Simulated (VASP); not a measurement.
# Sb in VASP: a series of runs

Sb is run at these levels: PBE; tasks: single point.

Program: VASP 6.6.1. These are calculated values, not measurements. Logs are shortened: lines on timing, memory, paths and dates and some standing lists are left out, and cuts for length are marked.

## 1. The cell of the first run

The cell holds a slab with vacuum, 5 atoms: a = 3.388 Å, b = 4.792 Å, c = 22.777 Å, α = 90.00°, β = 90.00°, γ = 90.00°.

## 2. Single point, PBE

INCAR reads:

```
SYSTEM = Sb
  PREC = Accurate
  ENCUT = 520
  EDIFF = 1E-7
  ISMEAR = -1
  SIGMA = 0.08
  LREAL = .FALSE.
  LASPH = .TRUE.
  NELM = 80
  ALGO = Normal
  ISIF = 2
  LWAVE = .FALSE.
  LCHARG = .TRUE.
  LDIPOL = .TRUE.
  IDIPOL = 3
  DIPOL = 0.5 0.5 0.500
  GGA = PE
  LELF = .TRUE.
  LVHAR = .TRUE.
  LVACPOTAV = .TRUE.
  NBANDS = 20
```

KPOINTS reads:

```
regular mesh
0
G
  10 7 1
  0 0 0
```

POSCAR reads:

```
Sb
1.0
    3.3884663838      0.0000000000      0.0000000000
    0.0000000000      4.7920151155      0.0000000000
    0.0000000000      0.0000000000     22.7769000000
Sb
5
Direct
    0.0000000000      0.0000000000      0.3512323284
    0.5000000000      0.5000000000      0.4256161640
    0.0000000000      0.0000000000      0.5000000000
    0.5000000000      0.5000000000      0.5743838360
    0.0000000000      0.0000000000      0.6487676716
```

Potentials or basis: VASP PAW PBE potentials, release 64 (Sb).

Run with:

```console
$ cat potpaw_PBE.64/Sb/POTCAR > POTCAR
$ mpirun -np 1 vasp_std > vasp.out
```

OUTCAR:

```text
SYSTEM = Sb
   PREC = Accurate
   ENCUT = 520
   EDIFF = 1E-7
   ISMEAR = -1
   LREAL = .FALSE.
   LASPH = .TRUE.
   NELM = 80
   ISIF = 2
   GGA = PE

 ion  position               nearest neighbor table
   1  0.000  0.000  0.351-   3 3.39   2 3.39   2 3.39   2 3.39   2 3.39
   2  0.500  0.500  0.426-   1 3.39   1 3.39   1 3.39   1 3.39   3 3.39   3 3.39   3 3.39   3 3.39
                             4 3.39
   3  0.000  0.000  0.500-   1 3.39   5 3.39   4 3.39   2 3.39   2 3.39   4 3.39   2 3.39   4 3.39
                             2 3.39   4 3.39
   4  0.500  0.500  0.574-   5 3.39   5 3.39   5 3.39   5 3.39   3 3.39   3 3.39   3 3.39   3 3.39
                             2 3.39
   5  0.000  0.000  0.649-   3 3.39   4 3.39   4 3.39   4 3.39   4 3.39

  LATTYP: Found a simple orthorhombic cell.
 ALAT       =     3.3884663838
 B/A-ratio  =     1.4142135623
 C/A-ratio  =     6.7218905015

  Lattice vectors:

 A1 = (   3.3884663838,   0.0000000000,   0.0000000000)
 A2 = (   0.0000000000,   4.7920151155,   0.0000000000)
 A3 = (   0.0000000000,   0.0000000000,  22.7769000000)

Analysis of symmetry for initial positions (statically):
=====================================================================
 Subroutine PRICEL returns:
 Original cell was already a primitive cell.

 Routine SETGRP: Setting up the symmetry group for a
 simple orthorhombic supercell.

 Subroutine GETGRP returns: Found  8 space group operations
 (whereof  8 operations were pure point group operations)
 out of a pool of  8 trial point group operations.

The static configuration has the point symmetry D_2h.

Analysis of symmetry for dynamics (positions and initial velocities):
=====================================================================
 Subroutine PRICEL returns:
 Original cell was already a primitive cell.

 Routine SETGRP: Setting up the symmetry group for a
 simple orthorhombic supercell.

 Subroutine GETGRP returns: Found  8 space group operations
 (whereof  8 operations were pure point group operations)
 out of a pool of  8 trial point group operations.

The dynamic configuration has the point symmetry D_2h.

 Subroutine INISYM returns: Found  8 space group operations
 (whereof  8 operations are pure point group operations),
 and found     1 'primitive' translations

----------------------------------------------------------------------------------------

                                     Primitive cell

  volume of cell :     369.8418

  direct lattice vectors                    reciprocal lattice vectors
     3.388466384  0.000000000  0.000000000     0.295118761  0.000000000  0.000000000
     0.000000000  4.792015115  0.000000000     0.000000000  0.208680477  0.000000000
     0.000000000  0.000000000 22.776900000     0.000000000  0.000000000  0.043904131

  length of vectors
     3.388466384  4.792015115 22.776900000     0.295118761  0.208680477  0.043904131

  position of ions in fractional coordinates (direct lattice)
     0.000000000  0.000000000  0.351232328
     0.500000000  0.500000000  0.425616164
     0.000000000  0.000000000  0.500000000
     0.500000000  0.500000000  0.574383836
     0.000000000  0.000000000  0.648767672

  ion indices of the primitive-cell ions
   primitive index   ion index
                 1           1
                 2           2
                 3           3
                 4           4
                 5           5

----------------------------------------------------------------------------------------

 KPOINTS: regular mesh

Automatic generation of k-mesh.
 Grid dimensions read from file:
 generate k-points for:   10    7    1

 Generating k-lattice:

  Cartesian coordinates                     Fractional coordinates (reciprocal lattice)
     0.029511876  0.000000000  0.000000000     0.100000000  0.000000000  0.000000000
     0.000000000  0.029811497  0.000000000     0.000000000  0.142857143  0.000000000
     0.000000000  0.000000000  0.043904131     0.000000000  0.000000000  1.000000000

  Length of vectors
     0.029511876  0.029811497  0.043904131

  Shift w.r.t. Gamma in fractional coordinates (k-lattice)
     0.000000000  0.000000000  0.000000000

 Subroutine IBZKPT returns following result:
 ===========================================

 Found     24 irreducible k-points:

 Following reciprocal coordinates:
            Coordinates               Weight
  0.000000  0.000000  0.000000      1.000000
  0.100000  0.000000  0.000000      2.000000
  0.200000  0.000000  0.000000      2.000000
  0.300000  0.000000  0.000000      2.000000
  0.400000  0.000000  0.000000      2.000000
  0.500000  0.000000  0.000000      1.000000
[... 16 lines left out ...]
  0.400000  0.428571  0.000000      4.000000
  0.500000  0.428571  0.000000      2.000000
   k-points           NKPTS =     24   k-points in BZ     NKDIM =     24   number of bands    NBANDS=     20
   number of dos      NEDOS =    301   number of ions     NIONS =      5
   total plane-waves  NPLWV = 181440
   dimension x,y,z NGX =    28 NGY =   36 NGZ =  180
   dimension x,y,z NGXF=    56 NGYF=   72 NGZF=  360
   ions per type =               5
   NGX,Y,Z   is equivalent  to a cutoff of  13.74, 12.49, 13.14 a.u.
   NGXF,Y,Z  is equivalent  to a cutoff of  27.47, 24.98, 26.28 a.u.
 SYSTEM =  Sb
   PREC   = accura    normal or accurate (medium, high low for compatibility)
   ISTART =      0    job   : 0-new  1-cont  2-samecut
   ICHARG =      2    charge: 1-file 2-atom 10-const
   ISPIN  =      1    spin polarized calculation?
   LNONCOLLINEAR =      F non collinear calculations
   LSORBIT =      F    spin-orbit coupling
   LASPH  =      T    aspherical Exc in radial PAW
   ENCUT  =  520.0 eV  38.22 Ry    6.18 a.u.   6.30  8.91 42.35*2*pi/ulx,y,z
   NELM   =     80;   NELMIN=  2; NELMDL= -5     # of ELM steps
   EDIFF  = 0.1E-06   stopping-criterion for ELM
   LREAL  =      F    real-space projection
   EDIFFG = 0.1E-05   stopping-criterion for IOM
   NSW    =      0    number of steps for IOM
   IBRION =     -1    ionic relax: 0-MD 1-quasi-New 2-CG
   NFREE  =      0    steps in history (QN), initial steepest desc. (CG)
   ISIF   =      2    stress and relaxation
   ISYM   =      2    0-nonsym 1-usesym 2-fastsym
   POTIM  = 0.5000    time-step for ionic-motion
   TEBEG  =    0.0;   TEEND  =   0.0 temperature during run
   PSTRESS=    0.0 pullay stress
   NELECT =      25.0000    total number of electrons
   NUPDOWN=      -1.0000    fix difference up-down
   EMIN   =  10.00;   EMAX   =-10.00  energy-range for DOS
   EFERMI =   0.00;   METHOD = LEGACY
   ISMEAR =    -1;   SIGMA  =   0.08  broadening in eV -4-tet -1-fermi 0-gaus
   EFERMI_NEDOS =   21; number of points for ismear=-14 and -15
   IALGO  =     38    algorithm
   IMIX   =      4    mixing-type and parameters
     AMIX     =   0.40;   BMIX     =  1.00
     AMIX_MAG =   1.60;   BMIX_MAG =  1.00
  volume/ion in A,a.u.               =      73.97       499.16
  Fermi-wavevector in a.u.,A,eV,Ry     =   0.666883  1.260226  6.050955  0.444733
  Thomas-Fermi vector in A             =   1.741320
   LORBIT       =      0    0 simple, 1 ext, 2 COOP (PROOUT), +10 PAW based schemes
   GGA     = PE    functional components
   LHFCALC =     F    Hartree Fock is set to
   AEXX    =    0.0000 exact exchange contribution
   IVDW    =     0    specifies the selected vdW correction
   LEPSILON=     F    determine dielectric tensor
   LRPA    =     F    only Hartree local field effects (RPA)
 non-spin polarized calculation
  energy-cutoff  :      520.00
  volume of cell :      369.84
 maximum number of plane-waves:     10002
 NGX is ok and might be reduce to    28
   NGX = 13   NGY = 17   NGZ = 85

 dipolmoment           0.000000      0.000000     -0.000000 electrons x Angstroem

 number of electron      24.9999999 magnetization

 dipolmoment           0.000000      0.000000      0.000000 electrons x Angstroem

 Free energy of the ion-electron system (eV)
  ---------------------------------------------------
  ext. energy  EPLUGINS =         0.00000000
  ---------------------------------------------------
  free energy    TOTEN  =       -18.40910001 eV

  energy without entropy =      -18.32565938  energy(sigma->0) =      -18.36737969

 E-fermi :   0.3545     XC(G=0):  -4.5469

 val. band max:        0.3398740505   @ k =   0.4000   0.4286   0.0000
 cond. band min:       0.3966228734   @ k =   0.3000   0.2857   0.0000
 fundamental gap:      0.0567488229
 Fermi energy:         0.3545047642

 k-point     1 :       0.0000    0.0000    0.0000
  band No.  band energies     occupation
      1     -11.9782      2.00000
      2     -10.7616      2.00000
      3      -9.1286      2.00000
      4      -7.6730      2.00000
      5      -7.1676      2.00000
      6      -3.9831      2.00000
[... 12 lines left out ...]
     19       4.1480      0.00000
     20       4.5900      0.00000

 k-point     2 :       0.1000    0.0000    0.0000
  band No.  band energies     occupation
      1     -11.8495      2.00000
      2     -10.6353      2.00000
      3      -9.0109      2.00000
      4      -7.5824      2.00000
      5      -7.1198      2.00000
      6      -3.8435      2.00000
[... 12 lines left out ...]
     19       4.1478      0.00000
     20       4.2450      0.00000

 k-point     3 :       0.2000    0.0000    0.0000
  band No.  band energies     occupation
      1     -11.4654      2.00000
      2     -10.2594      2.00000
      3      -8.6660      2.00000
      4      -7.3414      2.00000
      5      -7.0457      2.00000
      6      -3.4275      2.00000
[... 12 lines left out ...]
     19       3.1585      0.00000
     20       3.3526      0.00000

 k-point     4 :       0.3000    0.0000    0.0000
  band No.  band energies     occupation
      1     -10.8341      2.00000
      2      -9.6467      2.00000
      3      -8.1297      2.00000
      4      -7.2085      2.00000
      5      -7.0911      2.00000
      6      -2.9551      2.00000
[... 429 lines left out ...]
 k-point    23 :       0.4000    0.4286    0.0000
  band No.  band energies     occupation
      1      -9.0407      2.00000
      2      -8.4823      2.00000
      3      -8.0664      2.00000
      4      -7.6369      2.00000
      5      -7.2886      2.00000
      6      -4.5133      2.00000
[... 12 lines left out ...]
     19       2.6288      0.00000
     20       3.0834      0.00000

 k-point    24 :       0.5000    0.4286    0.0000
  band No.  band energies     occupation
      1      -8.4775      2.00000
      2      -8.4228      2.00000
      3      -7.6228      2.00000
      4      -7.5007      2.00000
      5      -7.0191      2.00000
      6      -4.7990      2.00000
[... 12 lines left out ...]
     19       2.7238      0.00000
     20       2.9614      0.00000

------------------------ aborting loop because EDIFF is reached ----------------------------------------

  FORCE on cell =-STRESS in cart. coord.  units (eV):
  Direction    XX          YY          ZZ          XY          YZ          ZX
  --------------------------------------------------------------------------------------
  -------------------------------------------------------------------------------------
  Total       -3.3368907     -3.5378503     -1.8405819      0.0000000      0.0000000      0.0000000
  in kB      -14.4556154    -15.3261850     -7.9735140      0.0000000      0.0000000      0.0000000
  external PRESSURE =     -12.5851048 kB  Pullay stress =       0.0000000 kB

 VOLUME and BASIS-vectors are now :
 -----------------------------------------------------------------------------
  energy-cutoff  :      520.00
  volume of cell :      369.84
      direct lattice vectors                 reciprocal lattice vectors
     3.388466384  0.000000000  0.000000000     0.295118761  0.000000000  0.000000000
     0.000000000  4.792015115  0.000000000     0.000000000  0.208680477  0.000000000
     0.000000000  0.000000000 22.776900000     0.000000000  0.000000000  0.043904131

 POSITION                                       TOTAL-FORCE (eV/Angst)
 -----------------------------------------------------------------------------------
      0.00000      0.00000      7.99998         0.000000      0.000000      0.629525
      1.69423      2.39601      9.69422         0.000000      0.000000     -0.717737
      0.00000      0.00000     11.38845         0.000000      0.000000     -0.000000
      1.69423      2.39601     13.08268         0.000000      0.000000      0.717737
      0.00000      0.00000     14.77692         0.000000      0.000000     -0.629525
 -----------------------------------------------------------------------------------
    total drift:                               -0.000000     -0.000000      0.000000

  FREE ENERGIE OF THE ION-ELECTRON SYSTEM (eV)
  ---------------------------------------------------
  free  energy   TOTEN  =       -18.4091000113 eV

  energy  without entropy=      -18.3256593752  energy(sigma->0) =      -18.36737969

 vacuum level on the upper side and lower side of the slab         4.673         4.673
```

It took 3.2 min on 1 thread of AMD EPYC 9R14 (Zen 4), shared host; peak memory 0.46 GiB.

Results:

| Item | Value |
| --- | --- |
| Free energy | -18.4091 eV |
| Largest force | 0.718 eV/Å |

Forces on the atoms (eV/Å):
```
Sb   0.000  0.000  0.630
Sb   0.000  0.000 -0.718
Sb   0.000  0.000  0.000
Sb   0.000  0.000  0.718
Sb   0.000  0.000 -0.630
```

Caveat: spin-orbit coupling is left out, which moves the levels of the heavy elements.

## 3. Single point, PBE

INCAR reads:

```
SYSTEM = Sb
  ALGO = Normal
  DIPOL = 0.5 0.5 0.500
  EDIFF = 1E-7
  ENCUT = 520
  GGA = PE
  IDIPOL = 3
  ISIF = 2
  ISMEAR = -1
  LASPH = .TRUE.
  LCHARG = .TRUE.
  LDIPOL = .TRUE.
  LELF = .TRUE.
  LREAL = .FALSE.
  LVACPOTAV = .TRUE.
  LVHAR = .TRUE.
  LWAVE = .FALSE.
  NBANDS = 20
  NELM = 60
  PREC = Accurate
  SIGMA = 0.08
```

KPOINTS reads:

```
k-points
0
G
  10 7 1
  0 0 0
```

POSCAR reads:

```
Sb
1.0
    3.3884663838      0.0000000000      0.0000000000
    0.0000000000      4.7920151155      0.0000000000
    0.0000000000      0.0000000000     22.7769000000
Sb
5
Direct
    0.0000000000      0.0000000000      0.3580768278
    0.5000000000      0.5000000000      0.4126653525
    0.0000000000      0.0000000000      0.5000000036
    0.5000000000      0.5000000000      0.5873346447
    0.0000000000      0.0000000000      0.6419231714
```

Potentials or basis: VASP PAW PBE potentials, release 64 (Sb).

Run with:

```console
$ cat potpaw_PBE.64/Sb/POTCAR > POTCAR
$ mpirun -np 1 vasp_std > vasp.out
```

Wall time 2.9 min (1 thread of AMD EPYC 9R14 (Zen 4), shared host); peak memory 0.47 GiB.

The run converged. Its results:

* Free energy: -18.7508 eV
* Largest force: 0.006 eV/Å

Forces on the atoms (eV/Å):
```
Sb   0.000  0.000  0.006
Sb   0.000  0.000  0.005
Sb   0.000  0.000  0.000
Sb   0.000  0.000 -0.005
Sb   0.000  0.000 -0.006
```

Levels at points of the mesh, in eV from the Fermi level:
```
           k point  band 11  band 12  band 13  band 14  band 15  band 16
(0.00, 0.00, 0.00)    -0.85    -0.15     0.90     1.44     2.01     2.38
(0.50, 0.00, 0.00)    -0.93    -0.79    -0.45    -0.45    -0.34     0.60
```

Caveat: spin-orbit coupling is left out, which moves the levels of the heavy elements.
